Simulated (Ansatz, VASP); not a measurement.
## TaN in VASP and in Ansatz

```xyz
6
Lattice="5.1960 0.0520 0.0520 -2.5530 4.4739 0.0190 0.0291 0.0291 2.9110" Properties=species:S:1:pos:R:3 pbc="T T T"
Ta    0.0446    3.0145    1.4855
Ta    2.6276    1.5405    1.4965
Ta    0.0000    0.0000    0.0000
N     2.0412    0.0204    0.0204
N     1.6047    2.7479    0.0431
N    -1.0029    1.7576    0.0075
```

Change from the starting cell: equal xy, yz and zx shear strains of +2 %.

Alike in both runs: task single point; functional PBEsol; k mesh 6 × 6 × 9; occupations fermi-dirac, width 0.01 eV; no spin polarisation.

|  | VASP | Ansatz |
| --- | --- | --- |
| version | VASP 6.6.1 | Ansatz 0.2.0 |
| potentials or method | VASP PAW PBE potentials, release 64 (Ta_pv, N), cutoff 520 eV | all-electron LAPW, scalar-relativistic |

|  | VASP | Ansatz | Ansatz less VASP |
| --- | --- | --- | --- |
| pressure (GPa) | -2.6 | -3.4 | -0.85 |
| traceless stress, the component that is largest in VASP (GPa) | -3.83 | -3.78 | +0.048 |
| rms of the force components (eV/Å) | 0.100 | 0.095 | -0.0053 |

VASP's potentials were made for PBE, not for PBEsol. Atom by atom the forces differ by 0.010 eV/Å (rms over components). Ansatz ran all-electron here, and VASP with PAW potentials.

Spin-orbit coupling is off throughout.
